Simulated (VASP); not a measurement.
TaN, 2 atoms in the cell. The structure is hexagonal, space group P-6m2 (No. 187). The conventional cell has a = 3.049 Å, b = 3.049 Å, c = 2.984 Å, α = 90.00°, β = 90.00°, γ = 120.00°. Ta (site symmetry -6m2) has 6 N at 2.31 Å and 2 Ta at 2.98 Å within 3.0 Å. Within 3.0 Å of N (site symmetry -6m2) lie 6 Ta at 2.31 Å and 2 N at 2.98 Å.  This cell differs from its parent crystal: volume scaled by 1.10.

| Quantity | Value |
| --- | --- |
| Program | VASP 6.6.1 |
| Task | relaxation of shape and atoms at fixed volume |
| Functional | PBE |
| Potentials or basis | VASP PAW PBE potentials, release 64 (Ta_pv, N) |
| Cutoff | 600 eV |
| k mesh | 18 × 18 × 14 |
| Occupations | gaussian, width 0.1 eV |
| Spin | no spin polarisation |
| Dipole correction | no |
| Further INCAR settings | ALGO = Normal; EDIFF = 1e-07; IBRION = 2; EDIFFG = -0.01; NSW = 50; ISIF = 4 |

Potentials or basis: VASP PAW PBE potentials, release 64 (Ta_pv, N).

The run is started by

```sh
$ cat potpaw_PBE.64/Ta_pv/POTCAR potpaw_PBE.64/N/POTCAR > POTCAR
$ mpirun -np 1 vasp_std > vasp.out
```

Hardware: 1 thread of Intel(R) Xeon(R) Platinum 8259CL CPU @ 2.50GHz (Skylake/Cascade Lake), on a shared host.

Q: Estimate the wall time of this run.

A: It took 84 s on 1 thread of Intel(R) Xeon(R) Platinum 8259CL CPU @ 2.50GHz (Skylake/Cascade Lake), on a shared host, peak memory 0.24 GiB. Counts: scf iterations 25, k points 296, ion steps 3.
